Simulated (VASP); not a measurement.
# Al (Fm-3m) in VASP: notebook

Runs on Al. Level: PBEsol. Tasks: electric field gradients.

Everything below comes from runs of VASP 6.6.1. Logs are shortened: lines on timing, memory, paths and dates and some standing lists are left out, and cuts for length are marked.

## (1) The cell of the first run

Symmetry: Fm-3m, No. 225, cubic system. Conventional cell: a = 4.050 Å, b = 4.050 Å, c = 4.050 Å, α = 90.00°, β = 90.00°, γ = 90.00°. Al (site symmetry m-3m) has 12 Al at 2.86 Å within 3.8 Å.

## (2) Electric field gradients, PBEsol

File INCAR:

```
SYSTEM = Al
PREC = Accurate
ENCUT = 520
EDIFF = 1E-8
ISMEAR = -1
SIGMA = 0.05
LREAL = .FALSE.
LASPH = .TRUE.
NELM = 100
ALGO = Normal
ISIF = 2
LWAVE = .FALSE.
LCHARG = .FALSE.
GGA = PS
LEFG = .TRUE.
NBANDS = 22
```

File KPOINTS:

```
regular mesh
0
G
  3 3 3
  0 0 0
```

File POSCAR:

```
Al
1.0
    0.0000000000      4.0496100000      4.0496100000
    4.0496100000      0.0000000000      4.0496100000
    4.0496100000      4.0496100000      0.0000000000
Al
8
Direct
    0.0000000000      0.0000000000      0.0000000000
    0.0000000000      0.0000000000      0.5000000000
    0.0000000000      0.5000000000      0.0000000000
    0.0000000000      0.5000000000      0.5000000000
    0.5000000000      0.0000000000      0.0000000000
    0.5000000000      0.0000000000      0.5000000000
    0.5000000000      0.5000000000      0.0000000000
    0.5000000000      0.5000000000      0.5000000000
```

Potentials or basis: VASP PAW PBE potentials, release 64 (Al).

On the command line:

```console
$ cat potpaw_PBE.64/Al/POTCAR > POTCAR
$ mpirun -np 1 vasp_std > vasp.out
```

OUTCAR:

```text
SYSTEM = Al
   PREC = Accurate
   ENCUT = 520
   EDIFF = 1E-8
   ISMEAR = -1
   LREAL = .FALSE.
   LASPH = .TRUE.
   NELM = 100
   ISIF = 2
   GGA = PS

 ion  position               nearest neighbor table
   1  0.000  0.000  0.000-   2 2.86   3 2.86   5 2.86   2 2.86   4 2.86   6 2.86   3 2.86   4 2.86
                             7 2.86   5 2.86   6 2.86   7 2.86
   2  0.000  0.000  0.500-   1 2.86   4 2.86   6 2.86   1 2.86   3 2.86   5 2.86   3 2.86   4 2.86
                             8 2.86   5 2.86   6 2.86   8 2.86
   3  0.000  0.500  0.000-   1 2.86   4 2.86   7 2.86   2 2.86   4 2.86   8 2.86   1 2.86   2 2.86
                             5 2.86   5 2.86   7 2.86   8 2.86
   4  0.000  0.500  0.500-   2 2.86   3 2.86   8 2.86   1 2.86   3 2.86   7 2.86   1 2.86   2 2.86
                             6 2.86   6 2.86   7 2.86   8 2.86
   5  0.500  0.000  0.000-   1 2.86   6 2.86   7 2.86   2 2.86   6 2.86   8 2.86   3 2.86   7 2.86
                             8 2.86   1 2.86   2 2.86   3 2.86
   6  0.500  0.000  0.500-   2 2.86   5 2.86   8 2.86   1 2.86   5 2.86   7 2.86   4 2.86   7 2.86
                             8 2.86   1 2.86   2 2.86   4 2.86
   7  0.500  0.500  0.000-   3 2.86   5 2.86   8 2.86   4 2.86   6 2.86   8 2.86   1 2.86   5 2.86
                             6 2.86   1 2.86   3 2.86   4 2.86
   8  0.500  0.500  0.500-   4 2.86   6 2.86   7 2.86   3 2.86   5 2.86   7 2.86   2 2.86   5 2.86
                             6 2.86   2 2.86   3 2.86   4 2.86
[... 6 lines left out ...]
 A1 = (   0.0000000000,   4.0496100000,   4.0496100000)
 A2 = (   4.0496100000,   0.0000000000,   4.0496100000)
 A3 = (   4.0496100000,   4.0496100000,   0.0000000000)

Analysis of symmetry for initial positions (statically):
=====================================================================
 Subroutine PRICEL returns following result:

  LATTYP: Found a face centered cubic cell.
 ALAT       =     4.0496100000

  Lattice vectors:

 A1 = (   0.0000000000,   2.0248050000,   2.0248050000)
 A2 = (   2.0248050000,   0.0000000000,   2.0248050000)
 A3 = (   2.0248050000,   2.0248050000,   0.0000000000)

   8 primitive cells build up your supercell.

 Routine SETGRP: Setting up the symmetry group for a
 face centered cubic supercell.

 Subroutine GETGRP returns: Found 48 space group operations
 (whereof 48 operations were pure point group operations)
[... 261 lines left out ...]
  Direction    XX          YY          ZZ          XY          YZ          ZX
  --------------------------------------------------------------------------------------
  -------------------------------------------------------------------------------------
  Total       -1.2214269     -1.2214269     -1.2214269     -0.0000000     -0.0000000     -0.0000000
  in kB      -14.7335865    -14.7335865    -14.7335865     -0.0000000     -0.0000000     -0.0000000
  external PRESSURE =     -14.7335865 kB  Pullay stress =       0.0000000 kB

 VOLUME and BASIS-vectors are now :
 -----------------------------------------------------------------------------
  energy-cutoff  :      520.00
  volume of cell :      132.82
      direct lattice vectors                 reciprocal lattice vectors
     0.000000000  4.049610000  4.049610000    -0.123468680  0.123468680  0.123468680
     4.049610000  0.000000000  4.049610000     0.123468680 -0.123468680  0.123468680
     4.049610000  4.049610000  0.000000000     0.123468680  0.123468680 -0.123468680

 POSITION                                       TOTAL-FORCE (eV/Angst)
 -----------------------------------------------------------------------------------
      0.00000      0.00000      0.00000         0.000000     -0.000000      0.000000
      2.02481      2.02481      0.00000        -0.000000      0.000000      0.000000
      2.02481      0.00000      2.02481        -0.000000     -0.000000     -0.000000
      4.04961      2.02481      2.02481        -0.000000      0.000000     -0.000000
      0.00000      2.02481      2.02481         0.000000     -0.000000     -0.000000
      2.02481      4.04961      2.02481         0.000000     -0.000000      0.000000
      2.02481      2.02481      4.04961         0.000000     -0.000000     -0.000000
      4.04961      4.04961      4.04961        -0.000000      0.000000     -0.000000
 -----------------------------------------------------------------------------------
    total drift:                               -0.000000     -0.000000     -0.000000

  FREE ENERGIE OF THE ION-ELECTRON SYSTEM (eV)
  ---------------------------------------------------
  free  energy   TOTEN  =       -33.2604535462 eV

  energy  without entropy=      -33.2241937558  energy(sigma->0) =      -33.24232365

 Electric field gradients (V/A^2)
---------------------------------------------------------------------
 ion       V_xx      V_yy      V_zz      V_xy      V_xz      V_yz
---------------------------------------------------------------------
   1      -0.000    -0.000     0.000     0.000     0.000     0.000
   2      -0.000    -0.000     0.000     0.000     0.000     0.000
   3      -0.000    -0.000     0.000     0.000     0.000     0.000
   4      -0.000    -0.000     0.000     0.000     0.000     0.000
   5      -0.000    -0.000     0.000     0.000     0.000     0.000
   6      -0.000    -0.000     0.000     0.000     0.000     0.000
   7      -0.000    -0.000     0.000     0.000     0.000     0.000
   8      -0.000    -0.000     0.000     0.000     0.000     0.000
---------------------------------------------------------------------

 Electric field gradients after diagonalization (V/A^2)
 (convention: |V_zz| > |V_xx| > |V_yy|)
----------------------------------------------------------------------
 ion       V_xx      V_yy      V_zz     asymmetry (V_yy - V_xx)/ V_zz
----------------------------------------------------------------------
   1      -0.000    -0.000     0.000       0.000
   2      -0.000    -0.000     0.000       0.000
   3      -0.000    -0.000     0.000       0.000
   4      -0.000    -0.000     0.000       0.000
   5      -0.000    -0.000     0.000       0.000
   6      -0.000    -0.000     0.000       0.000
   7      -0.000    -0.000     0.000       0.000
   8      -0.000    -0.000     0.000       0.000
----------------------------------------------------------------------

           NMR quadrupolar parameters

 Cq : quadrupolar parameter    Cq=e*Q*V_zz/h
 eta: asymmetry parameters     (V_yy - V_xx)/ V_zz
 Q  : nuclear electric quadrupole moment in mb (millibarn)
----------------------------------------------------------------------
 ion       Cq(MHz)       eta       Q (mb)
----------------------------------------------------------------------
   1       0.000       0.000       1.000
   2       0.000       0.000       1.000
   3       0.000       0.000       1.000
   4       0.000       0.000       1.000
   5       0.000       0.000       1.000
   6       0.000       0.000       1.000
   7       0.000       0.000       1.000
   8       0.000       0.000       1.000
----------------------------------------------------------------------
```

Run time: 23 s. Hardware: 1 thread of Intel Xeon Platinum 8488C (Sapphire Rapids), shared host; peak memory 0.29 GiB.

What came out:

* Free energy: -33.2605 eV
* Pressure: -1.5 GPa
* Band gap on the k mesh: zero (bands 12 and 13 overlap by 2.10 eV)
* Largest electric field gradient by atom: under 0.05 V/Å² on every atom

Levels at points of the mesh, in eV from the Fermi level:
| k point | band 9 | band 10 | band 11 | band 12 | band 13 | band 14 | band 15 | band 16 |
| --- | --- | --- | --- | --- | --- | --- | --- | --- |
| (0.00, 0.00, 0.00) | -4.72 | -3.26 | -3.26 | -3.26 | -1.96 | -1.96 | -1.96 | 4.89 |

Caveat: the k points lie up to 0.45 Å⁻¹ apart, too coarse for converged energies and pressures of a metal; the PAW data sets were made with another functional, which shifts forces and pressure a little.

## (3) Electric field gradients, PBEsol

File INCAR:

```
PREC     = Accurate       # precision mode
ENCUT    = 520            # plane-wave cutoff, eV
EDIFF    = 1E-8           # SCF threshold, eV
ISMEAR   = -1             # smearing method
SIGMA    = 0.05           # smearing width, eV
LREAL    = False          # projectors in reciprocal space
LASPH    = True           # aspherical terms in the spheres
NELM     = 80             # most SCF steps
ALGO     = Normal         # electronic algorithm
ISIF     = 2              # what is computed and relaxed
LWAVE    = False          # write WAVECAR
LCHARG   = False          # write CHGCAR
GGA      = PS             # functional
LEFG     = True         
NBANDS   = 22             # bands
```

File KPOINTS:

```
regular mesh
0
Gamma
  7 7 7
```

POSCAR is that of step 2.

Potentials or basis: VASP PAW PBE potentials, release 64 (Al).

On the command line:

```console
$ cat potpaw_PBE.64/Al/POTCAR > POTCAR
$ mpirun -np 1 vasp_std > vasp.out
```

OUTCAR:

```text
PREC = Accurate
   ENCUT = 520
   EDIFF = 1E-8
   ISMEAR = -1
   LREAL = False
   LASPH = True
   NELM = 80
   ISIF = 2
   GGA = PS

 ion  position               nearest neighbor table
   1  0.000  0.000  0.000-   2 2.86   3 2.86   5 2.86   2 2.86   4 2.86   6 2.86   3 2.86   4 2.86
                             7 2.86   5 2.86   6 2.86   7 2.86
   2  0.000  0.000  0.500-   1 2.86   4 2.86   6 2.86   1 2.86   3 2.86   5 2.86   3 2.86   4 2.86
                             8 2.86   5 2.86   6 2.86   8 2.86
   3  0.000  0.500  0.000-   1 2.86   4 2.86   7 2.86   2 2.86   4 2.86   8 2.86   1 2.86   2 2.86
                             5 2.86   5 2.86   7 2.86   8 2.86
   4  0.000  0.500  0.500-   2 2.86   3 2.86   8 2.86   1 2.86   3 2.86   7 2.86   1 2.86   2 2.86
                             6 2.86   6 2.86   7 2.86   8 2.86
   5  0.500  0.000  0.000-   1 2.86   6 2.86   7 2.86   2 2.86   6 2.86   8 2.86   3 2.86   7 2.86
                             8 2.86   1 2.86   2 2.86   3 2.86
   6  0.500  0.000  0.500-   2 2.86   5 2.86   8 2.86   1 2.86   5 2.86   7 2.86   4 2.86   7 2.86
                             8 2.86   1 2.86   2 2.86   4 2.86
   7  0.500  0.500  0.000-   3 2.86   5 2.86   8 2.86   4 2.86   6 2.86   8 2.86   1 2.86   5 2.86
                             6 2.86   1 2.86   3 2.86   4 2.86
   8  0.500  0.500  0.500-   4 2.86   6 2.86   7 2.86   3 2.86   5 2.86   7 2.86   2 2.86   5 2.86
                             6 2.86   2 2.86   3 2.86   4 2.86
[... 6 lines left out ...]
 A1 = (   0.0000000000,   4.0496100000,   4.0496100000)
 A2 = (   4.0496100000,   0.0000000000,   4.0496100000)
 A3 = (   4.0496100000,   4.0496100000,   0.0000000000)

Analysis of symmetry for initial positions (statically):
=====================================================================
 Subroutine PRICEL returns following result:

  LATTYP: Found a face centered cubic cell.
 ALAT       =     4.0496100000

  Lattice vectors:

 A1 = (   0.0000000000,   2.0248050000,   2.0248050000)
 A2 = (   2.0248050000,   0.0000000000,   2.0248050000)
 A3 = (   2.0248050000,   2.0248050000,   0.0000000000)

   8 primitive cells build up your supercell.

 Routine SETGRP: Setting up the symmetry group for a
 face centered cubic supercell.

 Subroutine GETGRP returns: Found 48 space group operations
 (whereof 48 operations were pure point group operations)
 out of a pool of 48 trial point group operations.
[... 694 lines left out ...]
      0.00000      0.00000      0.00000        -0.000000     -0.000000      0.000000
      2.02481      2.02481      0.00000        -0.000000      0.000000     -0.000000
      2.02481      0.00000      2.02481         0.000000     -0.000000      0.000000
      4.04961      2.02481      2.02481        -0.000000     -0.000000     -0.000000
      0.00000      2.02481      2.02481         0.000000      0.000000     -0.000000
      2.02481      4.04961      2.02481        -0.000000     -0.000000      0.000000
      2.02481      2.02481      4.04961         0.000000     -0.000000      0.000000
      4.04961      4.04961      4.04961         0.000000      0.000000     -0.000000
 -----------------------------------------------------------------------------------
    total drift:                               -0.000000     -0.000000     -0.000000

  FREE ENERGIE OF THE ION-ELECTRON SYSTEM (eV)
  ---------------------------------------------------
  free  energy   TOTEN  =       -32.6704947837 eV

  energy  without entropy=      -32.6369400712  energy(sigma->0) =      -32.65371743

 Electric field gradients (V/A^2)
---------------------------------------------------------------------
 ion       V_xx      V_yy      V_zz      V_xy      V_xz      V_yz
---------------------------------------------------------------------
   1       0.000    -0.000     0.000     0.000     0.000     0.000
   2       0.000    -0.000     0.000     0.000     0.000     0.000
   3       0.000    -0.000     0.000     0.000     0.000     0.000
   4       0.000    -0.000     0.000     0.000     0.000     0.000
   5       0.000    -0.000     0.000     0.000     0.000     0.000
   6       0.000    -0.000     0.000     0.000     0.000     0.000
   7       0.000    -0.000     0.000     0.000     0.000     0.000
   8       0.000    -0.000     0.000     0.000     0.000     0.000
---------------------------------------------------------------------

 Electric field gradients after diagonalization (V/A^2)
 (convention: |V_zz| > |V_xx| > |V_yy|)
----------------------------------------------------------------------
 ion       V_xx      V_yy      V_zz     asymmetry (V_yy - V_xx)/ V_zz
----------------------------------------------------------------------
   1      -0.000    -0.000     0.000       0.000
   2      -0.000    -0.000     0.000       0.000
   3      -0.000    -0.000     0.000       0.000
   4      -0.000    -0.000     0.000       0.000
   5      -0.000    -0.000     0.000       0.000
   6      -0.000    -0.000     0.000       0.000
   7      -0.000    -0.000     0.000       0.000
   8      -0.000    -0.000     0.000       0.000
----------------------------------------------------------------------

           NMR quadrupolar parameters

 Cq : quadrupolar parameter    Cq=e*Q*V_zz/h
 eta: asymmetry parameters     (V_yy - V_xx)/ V_zz
 Q  : nuclear electric quadrupole moment in mb (millibarn)
----------------------------------------------------------------------
 ion       Cq(MHz)       eta       Q (mb)
----------------------------------------------------------------------
   1       0.000       0.000       1.000
   2       0.000       0.000       1.000
   3       0.000       0.000       1.000
   4       0.000       0.000       1.000
   5       0.000       0.000       1.000
   6       0.000       0.000       1.000
   7       0.000       0.000       1.000
   8       0.000       0.000       1.000
----------------------------------------------------------------------
```

It took 63 s on 1 thread of Intel Xeon Platinum 8488C (Sapphire Rapids), shared host; peak memory 0.31 GiB.

What came out:

| Property | Result |
| --- | --- |
| Free energy | -32.6705 eV |
| Pressure | -2.1 GPa |
| Band gap on the k mesh | zero (bands 12 and 13 overlap by 2.66 eV) |
| Largest electric field gradient by atom | under 0.05 V/Å² on every atom |

Caveat: the PAW data sets were made with another functional, which shifts forces and pressure a little.

(Continued in part 2 of 2.)
